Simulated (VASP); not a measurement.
# Pt (Im-3m) in VASP: further runs

Pt is run at these levels: LDA; tasks: single point.

Everything below comes from runs of VASP 6.6.1. Logs are shortened: lines on timing, memory, paths and dates and some standing lists are left out, and cuts for length are marked.

## 1. The cell of the first run

Symmetry: Im-3m, No. 229, cubic system. The conventional cell has a = 3.168 Å, b = 3.168 Å, c = 3.168 Å, α = 90.00°, β = 90.00°, γ = 90.00°. Pt (site symmetry m-3m) has 14 Pt at 2.74 to 3.17 Å within 3.6 Å.

## 2. Single point, LDA

Input file INCAR:

```
SYSTEM = Pt
ALGO = Normal ; EDIFF = 1E-7
ENCUT = 520 ; GGA = CA
ISIF = 2 ; ISMEAR = -1
LASPH = .TRUE. ; LCHARG = .TRUE.
LELF = .TRUE. ; LREAL = .FALSE.
LVHAR = .TRUE. ; LWAVE = .FALSE.
NBANDS = 11 ; NELM = 60
PREC = Accurate ; SIGMA = 0.1
```

Input file KPOINTS:

```
k-points
0
G
  15 15 15
  0 0 0
```

Input file POSCAR:

```
Pt
1.0
   -1.5842200000      1.5842200000      1.5842200000
    1.5842200000     -1.5842200000      1.5842200000
    1.5842200000      1.5842200000     -1.5842200000
Pt
1
Direct
    0.0000000000      0.0000000000      0.0000000000
```

Potentials or basis: VASP PAW LDA potentials, release 64 (Pt).

On the command line:

```sh
cat potpaw_LDA.64/Pt/POTCAR > POTCAR
mpirun -np 1 vasp_std > vasp.out
```

OUTCAR:

```text
SYSTEM = Pt
   EDIFF = 1E-7
   ENCUT = 520
   GGA = CA
   ISIF = 2
   ISMEAR = -1
   LASPH = .TRUE.
   LREAL = .FALSE.
   NELM = 60
   PREC = Accurate

 ion  position               nearest neighbor table
   1  0.000  0.000  0.000-

  LATTYP: Found a body centered cubic cell.
 ALAT       =     3.1684400000

  Lattice vectors:

 A1 = (  -1.5842200000,   1.5842200000,   1.5842200000)
 A2 = (   1.5842200000,  -1.5842200000,   1.5842200000)
 A3 = (   1.5842200000,   1.5842200000,  -1.5842200000)

Analysis of symmetry for initial positions (statically):
=====================================================================
 Subroutine PRICEL returns:
 Original cell was already a primitive cell.

 Routine SETGRP: Setting up the symmetry group for a
 body centered cubic supercell.

 Subroutine GETGRP returns: Found 48 space group operations
 (whereof 48 operations were pure point group operations)
 out of a pool of 48 trial point group operations.

The static configuration has the point symmetry O_h .

Analysis of symmetry for dynamics (positions and initial velocities):
=====================================================================
 Subroutine PRICEL returns:
 Original cell was already a primitive cell.

 Routine SETGRP: Setting up the symmetry group for a
 body centered cubic supercell.

 Subroutine GETGRP returns: Found 48 space group operations
 (whereof 48 operations were pure point group operations)
 out of a pool of 48 trial point group operations.

The dynamic configuration has the point symmetry O_h .

 Subroutine INISYM returns: Found 48 space group operations
 (whereof 48 operations are pure point group operations),
 and found     1 'primitive' translations

----------------------------------------------------------------------------------------

                                     Primitive cell

  volume of cell :      15.9040

  direct lattice vectors                    reciprocal lattice vectors
    -1.584220000  1.584220000  1.584220000     0.000000000  0.315612731  0.315612731
     1.584220000 -1.584220000  1.584220000     0.315612731  0.000000000  0.315612731
     1.584220000  1.584220000 -1.584220000     0.315612731  0.315612731  0.000000000

  length of vectors
     2.743949530  2.743949530  2.743949530     0.446343804  0.446343804  0.446343804

  position of ions in fractional coordinates (direct lattice)
     0.000000000  0.000000000  0.000000000

[... 73 lines left out ...]
   ENCUT  =  520.0 eV  38.22 Ry    6.18 a.u.   5.10  5.10  5.10*2*pi/ulx,y,z
   NELM   =     60;   NELMIN=  2; NELMDL= -5     # of ELM steps
   EDIFF  = 0.1E-06   stopping-criterion for ELM
   LREAL  =      F    real-space projection
   EDIFFG = 0.1E-05   stopping-criterion for IOM
   NSW    =      0    number of steps for IOM
   IBRION =     -1    ionic relax: 0-MD 1-quasi-New 2-CG
   NFREE  =      0    steps in history (QN), initial steepest desc. (CG)
   ISIF   =      2    stress and relaxation
   ISYM   =      2    0-nonsym 1-usesym 2-fastsym
   POTIM  = 0.5000    time-step for ionic-motion
   TEBEG  =    0.0;   TEEND  =   0.0 temperature during run
   PSTRESS=    0.0 pullay stress
   NELECT =      10.0000    total number of electrons
   NUPDOWN=      -1.0000    fix difference up-down
   EMIN   =  10.00;   EMAX   =-10.00  energy-range for DOS
   EFERMI =   0.00;   METHOD = LEGACY
   ISMEAR =    -1;   SIGMA  =   0.10  broadening in eV -4-tet -1-fermi 0-gaus
   EFERMI_NEDOS =   21; number of points for ismear=-14 and -15
   IALGO  =     38    algorithm
   IMIX   =      4    mixing-type and parameters
     AMIX     =   0.40;   BMIX     =  1.00
     AMIX_MAG =   1.60;   BMIX_MAG =  1.00
  volume/ion in A,a.u.               =      15.90       107.33
  Fermi-wavevector in a.u.,A,eV,Ry     =   1.402510  2.650360 26.763132  1.967035
  Thomas-Fermi vector in A             =   2.525265
   LORBIT       =      0    0 simple, 1 ext, 2 COOP (PROOUT), +10 PAW based schemes
   GGA     = CA    functional components
   LHFCALC =     F    Hartree Fock is set to
   AEXX    =    0.0000 exact exchange contribution
   IVDW    =     0    specifies the selected vdW correction
   LEPSILON=     F    determine dielectric tensor
   LRPA    =     F    only Hartree local field effects (RPA)
 non-spin polarized calculation
  energy-cutoff  :      520.00
  volume of cell :       15.90
 maximum number of plane-waves:       442
   NGX = 11   NGY = 11   NGZ = 11

 number of electron      10.0000000 magnetization

 Free energy of the ion-electron system (eV)
  ---------------------------------------------------
  ext. energy  EPLUGINS =         0.00000000
  ---------------------------------------------------
  free energy    TOTEN  =        -7.36335627 eV

  energy without entropy =       -7.33365566  energy(sigma->0) =       -7.34850597

 E-fermi :   9.9540     XC(G=0): -13.3762

 val. band max:        9.9528399958   @ k =  -0.2667   0.3333   0.1333
 cond. band min:       9.9579143832   @ k =   0.4667   0.0667  -0.0000
 fundamental gap:      0.0050743874
 Fermi energy:         9.9539971392

 k-point     1 :       0.0000    0.0000    0.0000
  band No.  band energies     occupation
      1       0.4796      2.00000
      2       6.4623      2.00000
      3       6.4623      2.00000
      4       6.4623      2.00000
      5       8.9763      1.99989
      6       8.9763      1.99989
      7      27.0062      0.00000
      8      27.0062      0.00000
      9      27.0062      0.00000
     10      37.0223      0.00000
     11      37.0260      0.00000
[... 309 lines left out ...]
 k-point    24 :       0.4000    0.2000    0.0000
  band No.  band energies     occupation
      1       4.2533      2.00000
      2       5.3661      2.00000
      3       7.2269      2.00000
      4       8.7715      1.99999
      5       9.6160      1.93414
      6      14.4936      0.00000
      7      15.6711      0.00000
      8      21.2335      0.00000
      9      25.4232      0.00000
     10      32.7775      0.00000
     11      33.1483      0.00000

 [... further k-points ...]
[... 5 lines left out ...]
  --------------------------------------------------------------------------------------
  -------------------------------------------------------------------------------------
  Total       -1.5201990     -1.5201990     -1.5201990     -0.0000000     -0.0000000      0.0000000
  in kB     -153.1456161   -153.1456161   -153.1456161     -0.0000000     -0.0000000      0.0000000
  external PRESSURE =    -153.1456161 kB  Pullay stress =       0.0000000 kB

 VOLUME and BASIS-vectors are now :
 -----------------------------------------------------------------------------
  energy-cutoff  :      520.00
  volume of cell :       15.90
      direct lattice vectors                 reciprocal lattice vectors
    -1.584220000  1.584220000  1.584220000     0.000000000  0.315612731  0.315612731
     1.584220000 -1.584220000  1.584220000     0.315612731  0.000000000  0.315612731
     1.584220000  1.584220000 -1.584220000     0.315612731  0.315612731  0.000000000

 POSITION                                       TOTAL-FORCE (eV/Angst)
 -----------------------------------------------------------------------------------
      0.00000      0.00000      0.00000         0.000000      0.000000      0.000000
 -----------------------------------------------------------------------------------
    total drift:                                0.000000     -0.000000      0.000000

  FREE ENERGIE OF THE ION-ELECTRON SYSTEM (eV)
  ---------------------------------------------------
  free  energy   TOTEN  =        -7.3633562743 eV

  energy  without entropy=       -7.3336556618  energy(sigma->0) =       -7.34850597
```

OSZICAR:

```text
N       E                     dE             d eps       ncg     rms          rms(c)
DAV:   1     0.390116405370E+02    0.39012E+02   -0.52735E+03  2664   0.837E+02
DAV:   2    -0.714641727927E+01   -0.46158E+02   -0.44393E+02  2989   0.175E+02
DAV:   3    -0.778716353871E+01   -0.64075E+00   -0.63852E+00  3066   0.198E+01
DAV:   4    -0.778970257421E+01   -0.25390E-02   -0.25389E-02  3051   0.147E+00
DAV:   5    -0.778972355539E+01   -0.20981E-04   -0.20979E-04  3131   0.124E-01    0.110E+01
DAV:   6    -0.740133244839E+01    0.38839E+00   -0.97395E-01  2829   0.750E+00    0.562E+00
DAV:   7    -0.736741996182E+01    0.33912E-01   -0.10895E-01  3054   0.243E+00    0.242E+00
DAV:   8    -0.736357832957E+01    0.38416E-02   -0.49938E-03  2871   0.668E-01    0.540E-01
DAV:   9    -0.736335341765E+01    0.22491E-03   -0.28161E-04  2997   0.151E-01    0.998E-03
DAV:  10    -0.736335619664E+01   -0.27790E-05   -0.26399E-06  3098   0.122E-02    0.238E-03
DAV:  11    -0.736335627427E+01   -0.77624E-07   -0.70936E-08  2901   0.249E-03
   1 F= -.73633563E+01 E0= -.73485060E+01  d E =-.297006E-01
```

stdout:

```text
POSCAR found type information on POSCAR Pt
 POSCAR found :  1 types and       1 ions
 scaLAPACK will be used
 LDA part: xc-table for (Slater(with rela. corr.)+CA(PZ))
 , standard interpolation
 POSCAR, INCAR and KPOINTS ok, starting setup
 FFT: planning ... GRIDC
 FFT: planning ... GRID_SOFT
 FFT: planning ... GRID
 WAVECAR not read
 entering main loop
```

Wall time 10 s (1 thread of Intel Xeon 6975P-C, shared host); peak memory 0.13 GiB.

Results:

```yaml
Free_energy: -7.3634 eV
Pressure: -15.3 GPa
Band_gap_on_the_k_mesh: zero (band 5 reaches 10.87 eV, above the bottom of band 6 at 8.83 eV)
```

Levels at points of the mesh, in eV from the Fermi level:
| k point | band 3 | band 4 | band 5 | band 6 | band 7 | band 8 |
| --- | --- | --- | --- | --- | --- | --- |
| (0.00, 0.00, 0.00) | -3.49 | -3.49 | -0.98 | -0.98 | 17.05 | 17.05 |

Caveat: spin-orbit coupling is left out, which moves the levels of the heavy elements.

(Part 1 of 2 ends here.)
